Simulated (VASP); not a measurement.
# MgO2 (Pa-3) in VASP: a series of runs

Runs on MgO2. Level: PBEsol. Tasks: single point.

Program: VASP 6.6.1. These are calculated values, not measurements. Logs are shortened: lines on timing, memory, paths and dates and some standing lists are left out, and cuts for length are marked.

## 1. The cell of the first run

Symmetry: Pa-3, No. 205, cubic system. The conventional cell has a = 4.792 Å, b = 4.792 Å, c = 4.792 Å, α = 90.00°, β = 90.00°, γ = 90.00°. Mg (site symmetry -3) has 6 O at 2.06 Å within 2.7 Å. O (site symmetry 3) has 1 O at 1.48 Å within 2.0 Å.

## 2. Single point, PBEsol (volume scaled by 0.97, then relaxed in part)

The input, INCAR:

```
PREC     = Accurate       # precision mode
ENCUT    = 520            # plane-wave cutoff, eV
EDIFF    = 1E-6           # SCF threshold, eV
ISMEAR   = 0              # smearing method
SIGMA    = 0.02           # smearing width, eV
LREAL    = F              # projectors in reciprocal space
LASPH    = T              # aspherical terms in the spheres
NELM     = 60             # most SCF steps
ALGO     = Normal         # electronic algorithm
ISIF     = 2              # what is computed and relaxed
LWAVE    = F              # write WAVECAR
LCHARG   = F              # write CHGCAR
GGA      = PS             # functional
NBANDS   = 40             # bands
```

The input, KPOINTS:

```
regular mesh
0
Gamma
  6 6 6
```

The input, POSCAR:

```
MgO2
1.0
    4.7919301283      0.0000000000      0.0000000000
    0.0000000000      4.7919301283      0.0000000000
    0.0000000000      0.0000000000      4.7919301283
Mg O
4 8
Direct
    0.0000000000      0.5000000000      0.5000000000
    0.5000000000      0.5000000000      0.0000000000
    0.5000000000      0.0000000000      0.5000000000
    0.0000000000      0.0000000000      0.0000000000
    0.4110976300      0.0889023700      0.9110976300
    0.0889023700      0.9110976300      0.4110976300
    0.9110976300      0.4110976300      0.0889023700
    0.5889023700      0.5889023700      0.5889023700
    0.4110976300      0.4110976300      0.4110976300
    0.0889023700      0.5889023700      0.9110976300
    0.9110976300      0.0889023700      0.5889023700
    0.5889023700      0.9110976300      0.0889023700
```

Potentials or basis: VASP PAW PBE potentials, release 64 (Mg, O).

Started as:

```
cat potpaw_PBE.64/Mg/POTCAR potpaw_PBE.64/O/POTCAR > POTCAR
mpirun -np 1 vasp_std > vasp.out
```

OUTCAR:

```text
PREC = Accurate
   ENCUT = 520
   EDIFF = 1E-6
   ISMEAR = 0
   LREAL = F
   LASPH = T
   NELM = 60
   ISIF = 2
   GGA = PS

 ion  position               nearest neighbor table
   1  0.000  0.500  0.500-   6 2.06   7 2.06   8 2.06   9 2.06  10 2.06  11 2.06   2 3.39   3 3.39
                             4 3.39   2 3.39   4 3.39   3 3.39   4 3.39   4 3.39   2 3.39   3 3.39
   2  0.500  0.500  0.000-   5 2.06   7 2.06   8 2.06   9 2.06  10 2.06  12 2.06   1 3.39   3 3.39
                             4 3.39   1 3.39   3 3.39   3 3.39   4 3.39   3 3.39   1 3.39   4 3.39
   3  0.500  0.000  0.500-   5 2.06   6 2.06   8 2.06   9 2.06  11 2.06  12 2.06   1 3.39   2 3.39
                             4 3.39   2 3.39   4 3.39   1 3.39   2 3.39   2 3.39   1 3.39   4 3.39
   4  0.000  0.000  0.000-   5 2.06   6 2.06   7 2.06  10 2.06  11 2.06  12 2.06   1 3.39   2 3.39
                             3 3.39   1 3.39   3 3.39   1 3.39   2 3.39   1 3.39   2 3.39   3 3.39
   5  0.411  0.089  0.911-  12 1.48   3 2.06   4 2.06   2 2.06
   6  0.089  0.911  0.411-  11 1.48   3 2.06   4 2.06   1 2.06
   7  0.911  0.411  0.089-  10 1.48   2 2.06   4 2.06   1 2.06
   8  0.589  0.589  0.589-   9 1.48   2 2.06   3 2.06   1 2.06
   9  0.411  0.411  0.411-   8 1.48   2 2.06   3 2.06   1 2.06
  10  0.089  0.589  0.911-   7 1.48   2 2.06   4 2.06   1 2.06
  11  0.911  0.089  0.589-   6 1.48   3 2.06   4 2.06   1 2.06
  12  0.589  0.911  0.089-   5 1.48   3 2.06   4 2.06   2 2.06

  LATTYP: Found a simple cubic cell.
 ALAT       =     4.7919301283

  Lattice vectors:

 A1 = (   4.7919301283,   0.0000000000,   0.0000000000)
 A2 = (   0.0000000000,   4.7919301283,   0.0000000000)
 A3 = (   0.0000000000,   0.0000000000,   4.7919301283)

Analysis of symmetry for initial positions (statically):
=====================================================================
 Subroutine PRICEL returns:
 Original cell was already a primitive cell.

 Routine SETGRP: Setting up the symmetry group for a
 simple cubic supercell.

 Subroutine GETGRP returns: Found 24 space group operations
 (whereof  6 operations were pure point group operations)
 out of a pool of 48 trial point group operations.

The static configuration has the point symmetry S_6 .
 The point group associated with its full space group is T_h .

Analysis of symmetry for dynamics (positions and initial velocities):
=====================================================================
 Subroutine PRICEL returns:
 Original cell was already a primitive cell.

 Routine SETGRP: Setting up the symmetry group for a
 simple cubic supercell.

 Subroutine GETGRP returns: Found 24 space group operations
 (whereof  6 operations were pure point group operations)
 out of a pool of 48 trial point group operations.

The dynamic configuration has the point symmetry S_6 .
 The point group associated with its full space group is T_h .

 Subroutine INISYM returns: Found 24 space group operations
 (whereof  6 operations are pure point group operations),
 and found     1 'primitive' translations

----------------------------------------------------------------------------------------

                                     Primitive cell

  volume of cell :     110.0351

  direct lattice vectors                    reciprocal lattice vectors
     4.791930128  0.000000000  0.000000000     0.208684178  0.000000000  0.000000000
     0.000000000  4.791930128  0.000000000     0.000000000  0.208684178  0.000000000
     0.000000000  0.000000000  4.791930128     0.000000000  0.000000000  0.208684178

  length of vectors
     4.791930128  4.791930128  4.791930128     0.208684178  0.208684178  0.208684178

  position of ions in fractional coordinates (direct lattice)
     0.000000000  0.500000000  0.500000000
     0.500000000  0.500000000  0.000000000
     0.500000000  0.000000000  0.500000000
     0.000000000  0.000000000  0.000000000
     0.411097630  0.088902370  0.911097630
     0.088902370  0.911097630  0.411097630
     0.911097630  0.411097630  0.088902370
     0.588902370  0.588902370  0.588902370
     0.411097630  0.411097630  0.411097630
     0.088902370  0.588902370  0.911097630
     0.911097630  0.088902370  0.588902370
     0.588902370  0.911097630  0.088902370

  ion indices of the primitive-cell ions
   primitive index   ion index
                 1           1
                 2           2
                 3           3
                 4           4
                 5           5
                 6           6
                 7           7
                 8           8
                 9           9
                10          10
                11          11
                12          12

----------------------------------------------------------------------------------------

 KPOINTS: regular mesh

Automatic generation of k-mesh.
 Grid dimensions read from file:
 generate k-points for:    6    6    6

 Generating k-lattice:

  Cartesian coordinates                     Fractional coordinates (reciprocal lattice)
     0.034780696  0.000000000  0.000000000     0.166666667  0.000000000  0.000000000
     0.000000000  0.034780696  0.000000000     0.000000000  0.166666667  0.000000000
     0.000000000  0.000000000  0.034780696     0.000000000  0.000000000  0.166666667

  Length of vectors
     0.034780696  0.034780696  0.034780696

  Shift w.r.t. Gamma in fractional coordinates (k-lattice)
     0.000000000  0.000000000  0.000000000

 Subroutine IBZKPT returns following result:
 ===========================================

 Found     24 irreducible k-points:

 Following reciprocal coordinates:
            Coordinates               Weight
  0.000000  0.000000  0.000000      1.000000
  0.166667  0.000000  0.000000      6.000000
  0.333333  0.000000  0.000000      6.000000
  0.500000  0.000000  0.000000      3.000000
  0.166667  0.166667  0.000000     12.000000
  0.333333  0.166667  0.000000     12.000000
[... 16 lines left out ...]
  0.500000  0.500000  0.333333      6.000000
  0.500000  0.500000  0.500000      1.000000
   k-points           NKPTS =     24   k-points in BZ     NKDIM =     24   number of bands    NBANDS=     40
   number of dos      NEDOS =    301   number of ions     NIONS =     12
   total plane-waves  NPLWV =  46656
   dimension x,y,z NGX =    36 NGY =   36 NGZ =   36
   dimension x,y,z NGXF=    72 NGYF=   72 NGZF=   72
   ions per type =               4   8
   NGX,Y,Z   is equivalent  to a cutoff of  12.49, 12.49, 12.49 a.u.
   NGXF,Y,Z  is equivalent  to a cutoff of  24.98, 24.98, 24.98 a.u.
 SYSTEM =  unknown system
   PREC   = accura    normal or accurate (medium, high low for compatibility)
   ISTART =      0    job   : 0-new  1-cont  2-samecut
   ICHARG =      2    charge: 1-file 2-atom 10-const
   ISPIN  =      1    spin polarized calculation?
   LNONCOLLINEAR =      F non collinear calculations
   LSORBIT =      F    spin-orbit coupling
   LASPH  =      T    aspherical Exc in radial PAW
   ENCUT  =  520.0 eV  38.22 Ry    6.18 a.u.   8.91  8.91  8.91*2*pi/ulx,y,z
   NELM   =     60;   NELMIN=  2; NELMDL= -5     # of ELM steps
   EDIFF  = 0.1E-05   stopping-criterion for ELM
   LREAL  =      F    real-space projection
   EDIFFG = 0.1E-04   stopping-criterion for IOM
   NSW    =      0    number of steps for IOM
   IBRION =     -1    ionic relax: 0-MD 1-quasi-New 2-CG
   NFREE  =      0    steps in history (QN), initial steepest desc. (CG)
   ISIF   =      2    stress and relaxation
   ISYM   =      2    0-nonsym 1-usesym 2-fastsym
   POTIM  = 0.5000    time-step for ionic-motion
   TEBEG  =    0.0;   TEEND  =   0.0 temperature during run
   PSTRESS=    0.0 pullay stress
   NELECT =      56.0000    total number of electrons
   NUPDOWN=      -1.0000    fix difference up-down
   EMIN   =  10.00;   EMAX   =-10.00  energy-range for DOS
   EFERMI =   0.00;   METHOD = LEGACY
   ISMEAR =     0;   SIGMA  =   0.02  broadening in eV -4-tet -1-fermi 0-gaus
   EFERMI_NEDOS =   21; number of points for ismear=-14 and -15
   IALGO  =     38    algorithm
   IMIX   =      4    mixing-type and parameters
     AMIX     =   0.40;   BMIX     =  1.00
     AMIX_MAG =   1.60;   BMIX_MAG =  1.00
  volume/ion in A,a.u.               =       9.17        61.88
  Fermi-wavevector in a.u.,A,eV,Ry     =   1.307054  2.469975 23.244077  1.708391
  Thomas-Fermi vector in A             =   2.437815
   LORBIT       =      0    0 simple, 1 ext, 2 COOP (PROOUT), +10 PAW based schemes
   GGA     = PS    functional components
   LHFCALC =     F    Hartree Fock is set to
   AEXX    =    0.0000 exact exchange contribution
   IVDW    =     0    specifies the selected vdW correction
   LEPSILON=     F    determine dielectric tensor
   LRPA    =     F    only Hartree local field effects (RPA)
 non-spin polarized calculation
 Gauss-broadening in eV      SIGMA  =   0.02
  energy-cutoff  :      520.00
  volume of cell :      110.04
 maximum number of plane-waves:      3016
   NGX = 17   NGY = 17   NGZ = 17

 number of electron      56.0000076 magnetization

 Free energy of the ion-electron system (eV)
  ---------------------------------------------------
  ext. energy  EPLUGINS =         0.00000000
  ---------------------------------------------------
  free energy    TOTEN  =       -69.74269394 eV

  energy without entropy =      -69.74269394  energy(sigma->0) =      -69.74269394

 E-fermi :   3.1875     XC(G=0): -11.1728

 val. band max:        3.0860348446   @ k =   0.0000   0.0000   0.0000
 cond. band min:       7.1404273286   @ k =   0.3333   0.1667   0.1667
 fundamental gap:      4.0543924841
 Fermi energy:         3.1874851704

 k-point     1 :       0.0000    0.0000    0.0000
  band No.  band energies     occupation
      1     -18.3555      2.00000
      2     -17.5231      2.00000
      3     -17.5231      2.00000
      4     -17.5231      2.00000
      5     -11.5843      2.00000
      6     -11.5843      2.00000
[... 32 lines left out ...]
     39      14.9021      0.00000
[... 988 lines left out ...]
     39      14.5798      0.00000
     40      14.5798      0.00000

------------------------ aborting loop because EDIFF is reached ----------------------------------------

  FORCE on cell =-STRESS in cart. coord.  units (eV):
  Direction    XX          YY          ZZ          XY          YZ          ZX
  --------------------------------------------------------------------------------------
  -------------------------------------------------------------------------------------
  Total        3.0186020      3.0186020      3.0186020      0.0000000      0.0000000      0.0000000
  in kB       43.9526442     43.9526442     43.9526442      0.0000000      0.0000000      0.0000000
  external PRESSURE =      43.9526442 kB  Pullay stress =       0.0000000 kB

 VOLUME and BASIS-vectors are now :
 -----------------------------------------------------------------------------
  energy-cutoff  :      520.00
  volume of cell :      110.04
      direct lattice vectors                 reciprocal lattice vectors
     4.791930128  0.000000000  0.000000000     0.208684178  0.000000000  0.000000000
     0.000000000  4.791930128  0.000000000     0.000000000  0.208684178  0.000000000
     0.000000000  0.000000000  4.791930128     0.000000000  0.000000000  0.208684178

 POSITION                                       TOTAL-FORCE (eV/Angst)
 -----------------------------------------------------------------------------------
      0.00000      2.39597      2.39597        -0.000000      0.000000      0.000000
      2.39597      2.39597      0.00000        -0.000000      0.000000      0.000000
      2.39597      0.00000      2.39597        -0.000000      0.000000      0.000000
      0.00000      0.00000      0.00000        -0.000000      0.000000      0.000000
      1.96995      0.42601      4.36592        -0.118191      0.118191     -0.118191
      0.42601      4.36592      1.96995         0.118191     -0.118191     -0.118191
      4.36592      1.96995      0.42601        -0.118191     -0.118191      0.118191
      2.82198      2.82198      2.82198         0.118191      0.118191      0.118191
      1.96995      1.96995      1.96995        -0.118191     -0.118191     -0.118191
      0.42601      2.82198      4.36592         0.118191      0.118191     -0.118191
      4.36592      0.42601      2.82198        -0.118191      0.118191      0.118191
      2.82198      4.36592      0.42601         0.118191     -0.118191      0.118191
 -----------------------------------------------------------------------------------
    total drift:                                0.000000      0.000000      0.000000

  FREE ENERGIE OF THE ION-ELECTRON SYSTEM (eV)
  ---------------------------------------------------
  free  energy   TOTEN  =       -69.7426939397 eV

  energy  without entropy=      -69.7426939397  energy(sigma->0) =      -69.74269394
```

It took 86 s on 1 thread of Intel Xeon 6975P-C, shared host; peak memory 0.25 GiB.

Results:

| Quantity | Value |
| --- | --- |
| Free energy | -69.7427 eV |
| Pressure | 4.4 GPa |
| Largest force | 0.205 eV/Å |
| Band gap on the k mesh | 4.05 eV, indirect (least direct gap 4.19 eV) |

Forces in eV/Å, atoms in the order of the input:
```
Mg   0.000  0.000  0.000
Mg   0.000  0.000  0.000
Mg   0.000  0.000  0.000
Mg   0.000  0.000  0.000
O   -0.118  0.118 -0.118
O    0.118 -0.118 -0.118
O   -0.118 -0.118  0.118
O    0.118  0.118  0.118
O   -0.118 -0.118 -0.118
O    0.118  0.118 -0.118
O   -0.118  0.118  0.118
O    0.118 -0.118  0.118
```

Levels at points of the mesh, in eV from the valence-band top:
```
           k point  band 25  band 26  band 27  band 28  band 29  band 30  band 31  band 32
(0.00, 0.00, 0.00)    -0.52    -0.52     0.00     0.00     4.71     4.74     4.74     4.74
(0.50, 0.00, 0.00)    -0.75    -0.75    -0.13    -0.13     4.12     4.12     4.58     4.58
(0.50, 0.50, 0.00)    -0.50    -0.50    -0.50    -0.50     4.34     4.34     4.34     4.34
(0.50, 0.50, 0.50)    -0.58    -0.58    -0.58    -0.58     4.66     4.66     4.66     4.66
```

Caveat: the cell differs from its parent crystal (volume scaled by 0.97, then relaxed in part); the PAW data sets were made with another functional, which shifts forces and pressure a little. A k mesh can miss the band edges.

## 3. Single point, PBEsol

This run uses another cell than the first one, of 9.45 Å³/atom, 1.031 times its volume.

The input, INCAR:

```
SYSTEM = MgO2
PREC = Accurate
ENCUT = 520
EDIFF = 1E-7
ISMEAR = 0
SIGMA = 0.02
LREAL = .FALSE.
LASPH = .TRUE.
NELM = 100
ALGO = Normal
ISIF = 2
LWAVE = .FALSE.
LCHARG = .FALSE.
GGA = PS
NBANDS = 40
```

The input, KPOINTS:

```
Automatic mesh
0
G
  6 6 6
  0 0 0
```

The input, POSCAR:

```
MgO2
1.0
    4.8408307520      0.0000000000      0.0000000000
    0.0000000000      4.8408307520      0.0000000000
    0.0000000000      0.0000000000      4.8408307520
Mg O
4 8
Direct
    0.0000000000      0.5000000000      0.5000000000
    0.5000000000      0.5000000000      0.0000000000
    0.5000000000      0.0000000000      0.5000000000
    0.0000000000      0.0000000000      0.0000000000
    0.4116319360      0.0883680640      0.9116319360
    0.0883680640      0.9116319360      0.4116319360
    0.9116319360      0.4116319360      0.0883680640
    0.5883680640      0.5883680640      0.5883680640
    0.4116319360      0.4116319360      0.4116319360
    0.0883680640      0.5883680640      0.9116319360
    0.9116319360      0.0883680640      0.5883680640
    0.5883680640      0.9116319360      0.0883680640
```

Potentials or basis: VASP PAW PBE potentials, release 64 (Mg, O).

Started as:

```
cat potpaw_PBE.64/Mg/POTCAR potpaw_PBE.64/O/POTCAR > POTCAR
mpirun -np 1 vasp_std > vasp.out
```

Run time: 91 s. Hardware: 1 thread of Intel Xeon 6975P-C, shared host; peak memory 0.24 GiB.

It converged, with:

- Free energy: -69.7867 eV
- Pressure: -0.1 GPa
- Largest force: 0.197 eV/Å
- Band gap on the k mesh: 3.95 eV, indirect (least direct gap 4.07 eV)

Forces on the atoms (eV/Å):
```
Mg   0.000  0.000  0.000
Mg   0.000  0.000  0.000
Mg   0.000  0.000  0.000
Mg   0.000  0.000  0.000
O   -0.114  0.114 -0.114
O    0.114 -0.114 -0.114
O   -0.114 -0.114  0.114
O    0.114  0.114  0.114
O   -0.114 -0.114 -0.114
O    0.114  0.114 -0.114
O   -0.114  0.114  0.114
O    0.114 -0.114  0.114
```

Levels at points of the mesh, in eV from the valence-band top:
```
           k point  band 26  band 27  band 28  band 29  band 30  band 31
(0.00, 0.00, 0.00)    -0.50     0.00     0.00     4.63     4.63     4.63
(0.50, 0.00, 0.00)    -0.72    -0.12    -0.12     4.01     4.01     4.50
(0.50, 0.50, 0.00)    -0.50    -0.50    -0.50     4.25     4.25     4.25
(0.50, 0.50, 0.50)    -0.56    -0.56    -0.56     4.57     4.57     4.57
```

Caveat: the PAW data sets were made with another functional, which shifts forces and pressure a little. Expect the measured gap to be larger: semilocal functionals such as PBEsol lack the derivative discontinuity.
